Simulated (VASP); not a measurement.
Input of a VASP 6.6.1 run:

The input POSCAR:

```
MgO
1.0
    0.0000000000      2.1021680256      2.1021680256
    2.1021680256      0.0000000000      2.1021680256
    2.1021680256      2.1021680256      0.0000000000
Mg O
1 1
Direct
    0.0000000000      0.0000000000      0.0000000000
    0.5000000000      0.5000000000      0.5000000000
```

The input INCAR.step1:

```
SYSTEM = MgO
PREC = Accurate
ENCUT = 520
ISMEAR = 0
SIGMA = 0.01
LREAL = .False.
LASPH = .True.
NELM = 100
NBANDS = 11
GGA = PE
ALGO = Normal
EDIFF = 1E-4
LWAVE = .True.
LCHARG = .False.
```

Contents of INCAR.step2:

```
SYSTEM = MgO
PREC = Accurate
ENCUT = 520
EDIFF = 1E-7
ISMEAR = 0
SIGMA = 0.01
LREAL = .False.
LASPH = .True.
NELM = 100
ALGO = Normal
ISIF = 2
LWAVE = .False.
LCHARG = .False.
METAGGA = R2SCAN
LMIXTAU = .True.
NBANDS = 11
ISTART = 1
```

The input KPOINTS:

```
Automatic mesh
0
Gamma
  8 8 8
  0 0 0
```

Potentials or basis: VASP PAW PBE potentials, release 64 (Mg, O).

Run with:

```bash
$ cat potpaw_PBE.64/Mg/POTCAR potpaw_PBE.64/O/POTCAR > POTCAR
$ cp INCAR.step1 INCAR
$ mpirun -np 1 vasp_std > vasp.out
$ cp INCAR.step2 INCAR
$ mpirun -np 1 vasp_std > vasp.out
```

**Question.** What does it give for the pressure?

**Answer.** -1.1 GPa.

**Question.** Estimate the band gap on the k mesh.

**Answer.** 5.66 eV, direct.

Caveat: the PAW data sets were made with another functional, which shifts forces and pressure a little.

**Experimental background.**

“Electronic structure of alkaline earth and post-transition metal oxides”, 2009, arxiv:0908.1581 quotes, for a bulk crystal of MgO: band gap 7.83 eV.

A measured gap of MgO is 7.83 eV (quoted in “Electronic structure of alkaline earth and post-transition metal oxides”, 2009, arxiv:0908.1581); the calculated 5.66 eV misses it by -2.17 eV. The value is that of r2SCAN, without temperature or zero-point motion.
